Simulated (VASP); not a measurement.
Set up this calculation in VASP 6.6.1, as the native input.

* Task: single point
* Functional: PBEsol
* Potentials or basis: VASP PAW PBE potentials, release 64 (Ta_pv, K_sv)
* Cutoff: 520 eV
* k mesh: 6 × 6 × 1
* Occupations: gaussian, width 0.1 eV
* Spin: no spin polarisation
* Dipole correction: yes
* Further INCAR settings: ALGO = Normal; EDIFF = 1e-06; NBANDS = 46

The structure of KTa6 lies in POSCAR:

```
KTa6
1.0
    4.6392671641      0.0000000000      0.0000000000
   -2.3196335820      4.0177232190      0.0000000000
    0.0000000000      0.0000000000     19.9438808521
Ta K
6 1
Direct
    0.6666666667      0.3333333333      0.2005627706
    0.3333333333      0.6666666667      0.2480453269
    0.0000000000      0.0000000000      0.2955278831
    0.6666666667      0.3333333333      0.3400187729
    0.3333333333      0.6666666667      0.3814681516
    0.0000000000      0.0000000000      0.4233820346
    0.1111111111      0.4444444444      0.5634375406
```

These files were run (other wordings do the same):

INCAR

```
ALGO     = Normal         # electronic algorithm
DIPOL    = 0.5 0.5 0.350
EDIFF    = 1E-6           # SCF threshold, eV
ENCUT    = 520            # plane-wave cutoff, eV
GGA      = PS             # functional
IDIPOL   = 3            
ISIF     = 2              # what is computed and relaxed
ISMEAR   = 0              # smearing method
LASPH    = True           # aspherical terms in the spheres
LCHARG   = False          # write CHGCAR
LDIPOL   = True         
LREAL    = False          # projectors in reciprocal space
LWAVE    = False          # write WAVECAR
NBANDS   = 46             # bands
NELM     = 100            # most SCF steps
PREC     = Accurate       # precision mode
SIGMA    = 0.1            # smearing width, eV
```

KPOINTS

```
k-points
0
Gamma
  6 6 1
```

Potentials or basis: VASP PAW PBE potentials, release 64 (Ta_pv, K_sv).

Run with:

```bash
$ cat potpaw_PBE.64/Ta_pv/POTCAR potpaw_PBE.64/K_sv/POTCAR > POTCAR
$ mpirun -np 1 vasp_std > vasp.out
```

Results of the run:

```
Largest force          : 1.835 eV/Å
Band gap on the k mesh : zero (an odd number of electrons rules out a gap without spin polarisation)
```

Caveat: the PAW data sets were made with another functional, which shifts forces and pressure a little; spin-orbit coupling is left out, which moves the levels of the heavy elements.

Wall time 9.5 min on 1 thread of Intel(R) Xeon(R) 6975P-C (Granite Rapids), with other jobs on the host, peak memory 0.61 GiB.
